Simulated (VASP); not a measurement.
A run of VASP 6.6.1 is set up as follows.

File INCAR:

```
ALGO = Fast
EDIFF = 1E-7
ENCUT = 520
GGA = PS
ISIF = 2
ISMEAR = 0
ISPIN = 2
LASPH = True
LCHARG = False
LMAXMIX = 4
LORBIT = 11
LREAL = False
LWAVE = False
MAGMOM = 4.07 0.17 0.17 0.17
NBANDS = 34
NELM = 150
PREC = Accurate
SIGMA = 0.15
```

The input KPOINTS:

```
k-points
0
Gamma
  12 12 12
```

The input POSCAR:

```
MnPt3
1.0
    3.7568791464      0.0000000000      0.0000000000
    0.0000000000      3.7568791464      0.0000000000
    0.0000000000      0.0000000000      3.8730712850
Mn Pt
1 3
Direct
    0.0000000000      0.0000000000      0.0000000000
    0.0000000000      0.5000000000      0.5000000000
    0.5000000000      0.0000000000      0.5000000000
    0.5000000000      0.5000000000      0.0000000000
```

Potentials or basis: VASP PAW PBE potentials, release 64 (Mn_pv, Pt).

Command:

```console
$ cat potpaw_PBE.64/Mn_pv/POTCAR potpaw_PBE.64/Pt/POTCAR > POTCAR
$ mpirun -np 1 vasp_std > vasp.out
```

Q: What does it give for the site moments?

A: Mn +3.58; Pt +0.13, +0.15 (each value once) μB.

Q: Predict the pressure.

A: 17.8 GPa.

Q: Estimate the net moment.

A: 4.13 μB per cell.

Stress tensor (GPa, compression positive):
```
19.75  0.00  0.00
 0.00 19.75  0.00
 0.00  0.00 13.89
```

Caveat: the cell differs from its parent crystal (strain -0.030 along x and y, +0.000 along z); the cell stands under pressure; the PAW data sets were made with another functional, which shifts forces and pressure a little.
